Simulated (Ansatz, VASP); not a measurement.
One calculation of AlCl3, two programs

```xyz
4
Lattice="13.5921 0.0000 0.0000 0.0000 14.0921 0.0000 0.0000 0.0000 14.5921" Properties=species:S:1:pos:R:3 pbc="T T T"
Al    6.8363    7.1130    7.3063
Cl    5.5795    6.0703    8.5950
Cl    7.2862    6.3298    5.4323
Cl    7.6432    8.9390    7.8913
```

Alike in both runs: task single point; functional PBE; dispersion D4; k mesh 1 × 1 × 1; occupations gaussian, width 0.005 eV; no spin polarisation.

|  | VASP | Ansatz |
| --- | --- | --- |
| version | VASP 6.6.1 | Ansatz 0.2.0 |
| potentials or method | VASP PAW PBE potentials, release 64 (Al, Cl) | scalar-relativistic, plane waves, PAW |
| plane-wave cutoff (eV) | 400 | 420 |
| valence electrons in the cell | 24 | 24 |

VASP gave:

```
rms of the force components (eV/Å) : 0.017
```

**Question.** Which values does Ansatz return?

**Answer.** rms of the force components (eV/Å): 0.001.

Atom by atom the forces differ by 0.016 eV/Å (rms over components).
